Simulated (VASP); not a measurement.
# Cu (P6_3/mmc) in VASP: single point with r2SCAN

Aim: the single point of Cu with r2SCAN.

All numbers are computed with VASP 6.6.1; they aren't measurements. Logs are shortened: lines on timing, memory, paths and dates and some standing lists are left out, and cuts for length are marked.

## 1. The cell of the first run

Symmetry: P6_3/mmc, No. 194, hexagonal system. The conventional cell has a = 2.524 Å, b = 2.524 Å, c = 8.295 Å, α = 90.00°, β = 90.00°, γ = 120.00°. Cu (site symmetry -3m) has 12 Cu at 2.52 to 2.53 Å within 3.3 Å. Cu (site symmetry -6m2) has 12 Cu at 2.52 to 2.53 Å within 3.3 Å.

This isn't the form of Cu at room conditions, which is fcc.

## 2. Single point, r2SCAN

The input, POSCAR:

```
Cu
1.0
    2.5238728238      0.0000000000      0.0000000000
   -1.2619364119      2.1857379813      0.0000000000
    0.0000000000      0.0000000000      8.2953043983
Cu
4
Direct
    0.0000000000      0.0000000000      0.0000000000
    0.3333333333      0.6666666667      0.2500000000
    0.0000000000      0.0000000000      0.5000000000
    0.6666666667      0.3333333333      0.7500000000
```

The input, INCAR.step1:

```
  PREC = Accurate
  ENCUT = 520
  ISMEAR = 0
  SIGMA = 0.1
  LREAL = F
  LASPH = T
  NELM = 80
  NBANDS = 30
  GGA = PE
  ALGO = Normal
  EDIFF = 1E-4
  LWAVE = T
  LCHARG = F
```

The input, INCAR.step2:

```
  PREC = Accurate
  ENCUT = 520
  EDIFF = 1E-6
  ISMEAR = 0
  SIGMA = 0.1
  LREAL = F
  LASPH = T
  NELM = 80
  ALGO = Normal
  ISIF = 2
  LWAVE = F
  LCHARG = F
  METAGGA = R2SCAN
  LMIXTAU = T
  NBANDS = 30
  ISTART = 1
```

The input, KPOINTS:

```
Automatic mesh
0
Gamma
  21 21 6
```

Potentials or basis: VASP PAW PBE potentials, release 64 (Cu).

Launch:

```sh
$ cat potpaw_PBE.64/Cu/POTCAR > POTCAR
$ cp INCAR.step1 INCAR
$ mpirun -np 1 vasp_std > vasp.out
$ cp INCAR.step2 INCAR
$ mpirun -np 1 vasp_std > vasp.out
```

OUTCAR:

```text
PREC = Accurate
   ENCUT = 520
   EDIFF = 1E-6
   ISMEAR = 0
   LREAL = F
   LASPH = T
   NELM = 80
   ISIF = 2
   METAGGA = R2SCAN
   ISTART = 1

 ion  position               nearest neighbor table
   1  0.000  0.000  0.000-   2 2.53   4 2.53   2 2.53   4 2.53   4 2.53   2 2.53
   2  0.333  0.667  0.250-   1 2.53   3 2.53   1 2.53   3 2.53   1 2.53   3 2.53
   3  0.000  0.000  0.500-   2 2.53   4 2.53   2 2.53   4 2.53   4 2.53   2 2.53
   4  0.667  0.333  0.750-   1 2.53   3 2.53   1 2.53   3 2.53   1 2.53   3 2.53

  LATTYP: Found a hexagonal cell.
 ALAT       =     2.5238728238
 C/A-ratio  =     3.2867362888

  Lattice vectors:

 A1 = (   2.5238728238,   0.0000000000,   0.0000000000)
 A2 = (  -1.2619364119,   2.1857379813,   0.0000000000)
 A3 = (   0.0000000000,   0.0000000000,   8.2953043983)

Analysis of symmetry for initial positions (statically):
=====================================================================
 Subroutine PRICEL returns:
 Original cell was already a primitive cell.

 Routine SETGRP: Setting up the symmetry group for a
 hexagonal supercell.

 Subroutine GETGRP returns: Found 24 space group operations
 (whereof 12 operations were pure point group operations)
 out of a pool of 24 trial point group operations.

The static configuration has the point symmetry D_3d.
 The point group associated with its full space group is D_6h.

Analysis of symmetry for dynamics (positions and initial velocities):
=====================================================================
 Subroutine PRICEL returns:
 Original cell was already a primitive cell.

 Routine SETGRP: Setting up the symmetry group for a
 hexagonal supercell.

 Subroutine GETGRP returns: Found 24 space group operations
 (whereof 12 operations were pure point group operations)
 out of a pool of 24 trial point group operations.

The dynamic configuration has the point symmetry D_3d.
 The point group associated with its full space group is D_6h.

 Subroutine INISYM returns: Found 24 space group operations
 (whereof 12 operations are pure point group operations),
 and found     1 'primitive' translations

----------------------------------------------------------------------------------------

                                     Primitive cell
[... 92 lines left out ...]
   LASPH  =      T    aspherical Exc in radial PAW
   ENCUT  =  520.0 eV  38.22 Ry    6.18 a.u.   4.69  4.69 15.42*2*pi/ulx,y,z
   NELM   =     80;   NELMIN=  2; NELMDL=  0     # of ELM steps
   EDIFF  = 0.1E-05   stopping-criterion for ELM
   LREAL  =      F    real-space projection
   EDIFFG = 0.1E-04   stopping-criterion for IOM
   NSW    =      0    number of steps for IOM
   IBRION =     -1    ionic relax: 0-MD 1-quasi-New 2-CG
   NFREE  =      0    steps in history (QN), initial steepest desc. (CG)
   ISIF   =      2    stress and relaxation
   ISYM   =      2    0-nonsym 1-usesym 2-fastsym
   POTIM  = 0.5000    time-step for ionic-motion
   TEBEG  =    0.0;   TEEND  =   0.0 temperature during run
   PSTRESS=    0.0 pullay stress
   NELECT =      44.0000    total number of electrons
   NUPDOWN=      -1.0000    fix difference up-down
   EMIN   =  10.00;   EMAX   =-10.00  energy-range for DOS
   EFERMI =   0.00;   METHOD = LEGACY
   ISMEAR =     0;   SIGMA  =   0.10  broadening in eV -4-tet -1-fermi 0-gaus
   EFERMI_NEDOS =   21; number of points for ismear=-14 and -15
   IALGO  =     38    algorithm
   IMIX   =      4    mixing-type and parameters
     AMIX     =   0.40;   BMIX     =  1.00
     AMIX_MAG =   1.60;   BMIX_MAG =  1.00
  volume/ion in A,a.u.               =      11.44        77.20
  Fermi-wavevector in a.u.,A,eV,Ry     =   1.615820  3.053458 35.523119  2.610876
  Thomas-Fermi vector in A             =   2.710506
   LORBIT       =      0    0 simple, 1 ext, 2 COOP (PROOUT), +10 PAW based schemes
   METAGGA = R2SCAN    functional components
   LHFCALC =     F    Hartree Fock is set to
   AEXX    =    0.0000 exact exchange contribution
   IVDW    =     0    specifies the selected vdW correction
   LEPSILON=     F    determine dielectric tensor
   LRPA    =     F    only Hartree local field effects (RPA)
 non-spin polarized calculation
 Gauss-broadening in eV      SIGMA  =   0.10
  energy-cutoff  :      520.00
  volume of cell :       45.76
 maximum number of plane-waves:      1255
 NGX is ok and might be reduce to    20
   NGX =  9   NGY =  9   NGZ = 31

 number of electron      43.9999999 magnetization

 Free energy of the ion-electron system (eV)
  ---------------------------------------------------
  ext. energy  EPLUGINS =         0.00000000
  ---------------------------------------------------
  free energy    TOTEN  =       -43.28871227 eV

  energy without entropy =      -43.28181982  energy(sigma->0) =      -43.28526604

 E-fermi :   7.8170     XC(G=0): -13.9606

 val. band max:        7.8155061691   @ k =   0.2381   0.2381   0.1667
 cond. band min:       7.8284294528   @ k =   0.2381   0.0000   0.5000
 fundamental gap:      0.0129232837
 Fermi energy:         7.8170400034

 k-point     1 :       0.0000    0.0000    0.0000
  band No.  band energies     occupation
      1      -2.1277      2.00000
      2       0.1015      2.00000
      3       0.1068      2.00000
      4       2.3584      2.00000
      5       4.2678      2.00000
      6       4.2733      2.00000
[... 781 lines left out ...]
     29      22.2810      0.00000
     30      22.7696      0.00000

 [... further k-points ...]

------------------------ aborting loop because EDIFF is reached ----------------------------------------

  FORCE on cell =-STRESS in cart. coord.  units (eV):
  Direction    XX          YY          ZZ          XY          YZ          ZX
  --------------------------------------------------------------------------------------
  -------------------------------------------------------------------------------------
  Total        0.2175930      0.2175930      0.2531059      0.0000000      0.0000000     -0.0000000
  in kB        7.6182905      7.6182905      8.8616563      0.0000000      0.0000000     -0.0000000
  external PRESSURE =       8.0327458 kB  Pullay stress =       0.0000000 kB

 VOLUME and BASIS-vectors are now :
 -----------------------------------------------------------------------------
  energy-cutoff  :      520.00
  volume of cell :       45.76
      direct lattice vectors                 reciprocal lattice vectors
     2.523872824  0.000000000  0.000000000     0.396216478  0.228755690  0.000000000
    -1.261936412  2.185737981  0.000000000     0.000000000  0.457511380  0.000000000
     0.000000000  0.000000000  8.295304398     0.000000000  0.000000000  0.120550127

 POSITION                                       TOTAL-FORCE (eV/Angst)
 -----------------------------------------------------------------------------------
      0.00000      0.00000      0.00000        -0.000000      0.000000     -0.000000
     -0.00000      1.45716      2.07383         0.000000      0.000000      0.000000
      0.00000      0.00000      4.14765        -0.000000      0.000000     -0.000000
      1.26194      0.72858      6.22148         0.000000     -0.000000      0.000000
 -----------------------------------------------------------------------------------
    total drift:                                0.000000     -0.000000      0.000000

  FREE ENERGIE OF THE ION-ELECTRON SYSTEM (eV)
  ---------------------------------------------------
  free  energy   TOTEN  =       -43.2887122673 eV

  energy  without entropy=      -43.2818198193  energy(sigma->0) =      -43.28526604
```

It took 15 min on 1 thread of Oxide Virtual Turin-like, shared host; peak memory 0.28 GiB.

What came out:

* Free energy: -43.2887 eV
* Pressure: 0.8 GPa
* Band gap on the k mesh: zero (bands 22 and 23 overlap by 5.51 eV)

Caveat: the PAW data sets were made with another functional, which shifts forces and pressure a little.
